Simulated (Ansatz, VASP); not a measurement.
## Tl: VASP beside Ansatz

Contents of INCAR:

```
PREC = Accurate
ENCUT = 520
EDIFF = 1E-6
ISMEAR = -1
SIGMA = 0.03
LREAL = False
LASPH = True
NELM = 80
ALGO = Normal
ISIF = 2
LWAVE = False
LCHARG = False
GGA = PE
NBANDS = 12
```

KPOINTS

```
regular mesh
0
Gamma
  13 13 13
```

The input POSCAR:

```
Tl
1.0
   -1.9295595657      1.9295595657      1.9295595657
    1.9295595657     -1.9295595657      1.9295595657
    1.9295595657      1.9295595657     -1.9295595657
Tl
1
Direct
    0.0000000000      0.0000000000      0.0000000000
```

Input for Ansatz:

```yaml
crystal:
  lattice:
    - [-1.9295595657, 1.9295595657, 1.9295595657]
    - [1.9295595657, -1.9295595657, 1.9295595657]
    - [1.9295595657, 1.9295595657, -1.9295595657]
  atoms:
    - { symbol: Tl, position: [0.0, 0.0, 0.0] }
kpoints:
  mp_grid: { grid: [13, 13, 13] }
scf:
  occupations: { method: fermi_dirac, width: 0.03 }
hamiltonian:
  xc: pbe
  pseudopotentials: { kind: all_electron, lapw: { basis_error: 0.001 } }
output:
  forces: true
  stress: true
  eigenvalues: true
```

Change from the starting cell: volume scaled by 0.96.

Alike in both runs: task single point; functional PBE; k mesh 13 × 13 × 13; occupations fermi-dirac, width 0.03 eV; no spin polarisation.

|  | VASP | Ansatz |
| --- | --- | --- |
| version | VASP 6.6.1 | Ansatz 0.2.0 |
| potentials or method | VASP PAW PBE potentials, release 64 (Tl_d), cutoff 520 eV | all-electron LAPW, scalar-relativistic |

|  | VASP | Ansatz | Ansatz less VASP |
| --- | --- | --- | --- |
| pressure (GPa) | 2.9 | 3.0 | +0.07 |

Ansatz ran all-electron here, and VASP with PAW potentials.

Neither program's run includes spin-orbit coupling.
